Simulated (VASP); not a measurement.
Wanted: the native input for a VASP 6.6.1 run.

```
Task                   : single point
Functional             : r2SCAN
Potentials or basis    : VASP PAW PBE potentials, release 64 (Ti_sv, B)
Cutoff                 : 520 eV
k mesh                 : 22 × 22 × 22
Occupations            : gaussian, width 0.15 eV
Spin                   : no spin polarisation
Dipole correction      : no
Further INCAR settings : ALGO = Normal; EDIFF = 1e-07; NBANDS = 14
```

TiB:

```
CELL_PARAMETERS angstrom
0.00000 1.87187 2.64683
1.87187 0.00000 2.64683
1.87187 1.87187 0.00000
ATOMIC_POSITIONS crystal
Ti 0.75000 0.75000 0.75000
B 0.00000 0.00000 0.00000
```

This cell differs from its parent crystal: ratio of the length along z to the lengths across it x 1.414, volume and fractional coordinates fixed.

One way to write it, as run:

POSCAR

```
TiB
1.0
    0.0000000000      1.8718724363      2.6468276249
    1.8718724363      0.0000000000      2.6468276249
    1.8718724363      1.8718724363      0.0000000000
Ti B
1 1
Direct
    0.7500000000      0.7500000000      0.7500000000
    0.0000000000      0.0000000000      0.0000000000
```

INCAR.step1

```
SYSTEM = TiB
PREC = Accurate
ENCUT = 520
ISMEAR = 0
SIGMA = 0.15
LREAL = .False.
LASPH = .True.
NELM = 80
NBANDS = 14
GGA = PE
ALGO = Normal
EDIFF = 1E-4
LWAVE = .True.
LCHARG = .False.
```

INCAR.step2

```
SYSTEM = TiB
PREC = Accurate
ENCUT = 520
EDIFF = 1E-7
ISMEAR = 0
SIGMA = 0.15
LREAL = .False.
LASPH = .True.
NELM = 80
ALGO = Normal
ISIF = 2
LWAVE = .False.
LCHARG = .False.
METAGGA = R2SCAN
LMIXTAU = .True.
NBANDS = 14
ISTART = 1
```

KPOINTS

```
regular mesh
0
Gamma
  22 22 22
  0 0 0
```

Potentials or basis: VASP PAW PBE potentials, release 64 (Ti_sv, B).

The run is started by

```sh
$ cat potpaw_PBE.64/Ti_sv/POTCAR potpaw_PBE.64/B/POTCAR > POTCAR
$ cp INCAR.step1 INCAR
$ mpirun -np 1 vasp_std > vasp.out
$ cp INCAR.step2 INCAR
$ mpirun -np 1 vasp_std > vasp.out
```

It gave:

```json
{
  "Pressure": "111.4 GPa",
  "Band gap on the k mesh": "zero (an odd number of electrons rules out a gap without spin polarisation)"
}
```

Caveat: the cell stands under pressure; the PAW data sets were made with another functional, which shifts forces and pressure a little.

Run time: 5.5 min on 1 thread of Intel(R) Xeon(R) 6975P-C (Granite Rapids) (shared host), peak memory 0.33 GiB.
